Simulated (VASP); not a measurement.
Input of a VASP 6.6.1 run:

INCAR

```
PREC = Accurate
ENCUT = 520
EDIFF = 1E-6
ISMEAR = 0
SIGMA = 0.1
LREAL = F
LASPH = T
NELM = 100
ALGO = Normal
ISIF = 2
LWAVE = F
LCHARG = F
GGA = PE
NBANDS = 28
```

KPOINTS

```
Automatic mesh
0
Gamma
  12 12 8
```

File POSCAR:

```
B3Ir
1.0
    4.3075827296      0.0000000000      0.0000000000
   -2.1537913648      3.7304760728      0.0000000000
    0.0000000000      0.0000000000      4.8912285160
B Ir
6 2
Direct
    0.7978645054      0.5957290107      0.2500000000
    0.2021354946      0.7978645054      0.7500000000
    0.4042709893      0.2021354946      0.2500000000
    0.2021354946      0.4042709893      0.7500000000
    0.7978645054      0.2021354946      0.2500000000
    0.5957290107      0.7978645054      0.7500000000
    0.3333333333      0.6666666667      0.2500000000
    0.6666666667      0.3333333333      0.7500000000
```

Potentials or basis: VASP PAW PBE potentials, release 64 (B, Ir).

Run with:

```sh
$ cat potpaw_PBE.64/B/POTCAR potpaw_PBE.64/Ir/POTCAR > POTCAR
$ mpirun -np 1 vasp_std > vasp.out
```

Q: Estimate the largest force.

A: 0.017 eV/Å.

Q: Estimate the pressure.

A: 0.6 GPa.

Q: Estimate the band gap on the k mesh.

A: Zero (band 18 reaches 7.16 eV, above the bottom of band 19 at 6.60 eV).

Stress tensor (GPa, compression positive):
```
0.69 0.00 0.00
0.00 0.69 0.00
0.00 0.00 0.32
```

Caveat: spin-orbit coupling is left out, which moves the levels of the heavy elements.
